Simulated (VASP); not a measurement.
# In2O3: single point with r2SCAN

In2O3:

```
In O
1.0
     2.67129    1.54227    4.70786
    -2.67129    1.54227    4.70786
     0.00000   -3.08454    4.70786
In O
4 6
Direct
  0.64170 0.64170 0.64170
  0.85830 0.85830 0.85830
  0.35830 0.35830 0.35830
  0.14170 0.14170 0.14170
  0.04511 0.75000 0.45489
  0.75000 0.45489 0.04511
  0.45489 0.04511 0.75000
  0.95489 0.25000 0.54511
  0.54511 0.95489 0.25000
  0.25000 0.54511 0.95489
```

This cell differs from its parent crystal: strain -3.0%.

| Property | Result |
| --- | --- |
| Program | VASP 6.6.1 |
| Task | single point |
| Functional | r2SCAN |
| Potentials or basis | VASP PAW PBE potentials, release 64 (In_d, O) |
| Cutoff | 520 eV |
| k mesh | 6 × 6 × 6 |
| Occupations | gaussian, width 0.01 eV |
| Spin | no spin polarisation |

| Quantity | Value |
| --- | --- |
| Pressure | 21.7 GPa |
| Largest force | 0.032 eV/Å |
| Band gap on the k mesh | 2.39 eV |

Forces on the atoms (eV/Å):
```
In   0.000  0.000 -0.032
In   0.000  0.000  0.032
In   0.000  0.000  0.032
In   0.000  0.000 -0.032
O    0.004  0.007  0.000
O    0.004 -0.007  0.000
O   -0.008  0.000  0.000
O   -0.004 -0.007  0.000
O    0.008  0.000  0.000
O   -0.004  0.007  0.000
```

Stress tensor (GPa, compression positive):
```
23.18  0.00  0.00
 0.00 23.18  0.00
 0.00  0.00 18.63
```

Levels at points of the mesh, in eV from the valence-band top:
```tsv
k point	band 41	band 42	band 43	band 44	band 45	band 46	band 47	band 48
(0.00, 0.00, 0.00)	-0.37	-0.37	0.00	0.00	2.39	6.53	7.81	8.47
(0.50, 0.00, 0.00)	-0.78	-0.78	-0.13	-0.13	6.15	6.15	7.23	7.23
(0.50, 0.50, 0.00)	-0.68	-0.37	-0.11	-0.09	6.56	6.69	7.66	7.95
(0.50, 0.50, 0.50)	-0.24	-0.24	-0.24	-0.24	5.52	5.52	8.82	8.82
```

It took 11 min on 1 thread of Intel(R) Xeon(R) Platinum 8559C (Emerald Rapids) (shared host), peak memory 0.37 GiB.

Caveat: the cell differs from its parent crystal (strain -3.0%); the cell stands under pressure; the PAW data sets were made with another functional, which shifts forces and pressure a little; spin-orbit coupling is left out, which moves the levels of the heavy elements.
